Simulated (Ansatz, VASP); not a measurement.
Two plane-wave programs on MgS

```
Mg S
1.0
     0.00000    2.67970    2.64067
     2.67970    0.00000    2.64067
     2.67970    2.67970    0.00000
Mg S
1 1
Direct
  0.00000 0.00000 0.00000
  0.50000 0.50000 0.50000
```

Change from the starting cell: strain +0.030 along x and y, +0.015 along z, atoms carried along.

Alike in both runs: task single point; functional PBEsol; k mesh 8 × 8 × 8; occupations gaussian, width 0.05 eV; no spin polarisation.

|  | VASP | Ansatz |
| --- | --- | --- |
| version | VASP 6.6.1 | Ansatz 0.2.0 |
| potentials or method | VASP PAW PBE potentials, release 64 (Mg, S), cutoff 520 eV | scalar-relativistic, plane waves, PAW |
| valence electrons in the cell | 8 | 16 |

Ansatz gave:

```
gap on the k mesh at the Fermi level (eV)                     : 2.49
least direct gap on the mesh (eV)                             : 3.03
pressure (GPa)                                                : -5.6
traceless stress, the component that is largest in VASP (GPa) : 0.67
```

**Question.** Which values does VASP return?

**Answer.** gap on the k mesh at the Fermi level (eV): 2.49; least direct gap on the mesh (eV): 3.02; pressure (GPa): -5.8; traceless stress, the component that is largest in VASP (GPa): 0.66.

VASP's potentials were made for PBE, not for PBEsol. VASP's potentials hold 8 valence electrons a cell and Ansatz's 16, so a difference there can come from the potentials and not from the codes.
